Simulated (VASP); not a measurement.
## YHg: single point with LDA

Crystal: YHg.

```xyz
2
Lattice="3.6452 0.0000 0.0000 0.0000 3.6452 0.0000 0.0000 0.0000 3.6820" Properties=species:S:1:pos:R:3 pbc="T T T"
Y     1.8226    1.8226    1.8410
Hg    0.0000    0.0000    0.0000
```

This cell differs from its parent crystal: equal xx and yy strain of -1 %.

* Program: VASP 6.6.1
* Task: single point
* Functional: LDA
* Potentials or basis: VASP PAW LDA potentials, release 64 (Y_sv, Hg)
* Cutoff: 520 eV
* k mesh: 11 × 11 × 11
* Occupations: fermi-dirac, width 0.08 eV
* Spin: no spin polarisation
* Dipole correction: no
* Further INCAR settings: ALGO = Normal; EDIFF = 1e-07; NBANDS = 18

```json
{
  "Pressure": "-1.9 GPa",
  "Band gap on the k mesh": "zero (an odd number of electrons rules out a gap without spin polarisation)"
}
```

Stress tensor (GPa, compression positive):
```
-1.78  0.00  0.00
 0.00 -1.78  0.00
 0.00  0.00 -2.09
```

Levels at points of the mesh, in eV from the Fermi level:
| k point | band 8 | band 9 | band 10 | band 11 | band 12 | band 13 | band 14 | band 15 |
| --- | --- | --- | --- | --- | --- | --- | --- | --- |
| (0.00, 0.00, 0.00) | -7.26 | -7.26 | -7.24 | 0.24 | 0.27 | 3.87 | 3.87 | 3.91 |

Run time: 33 s on 1 thread of Intel(R) Xeon(R) 6975P-C (Granite Rapids) (shared host), peak memory 0.25 GiB.

Caveat: the cell differs from its parent crystal (equal xx and yy strain of -1 %); spin-orbit coupling is left out, which moves the levels of the heavy elements.
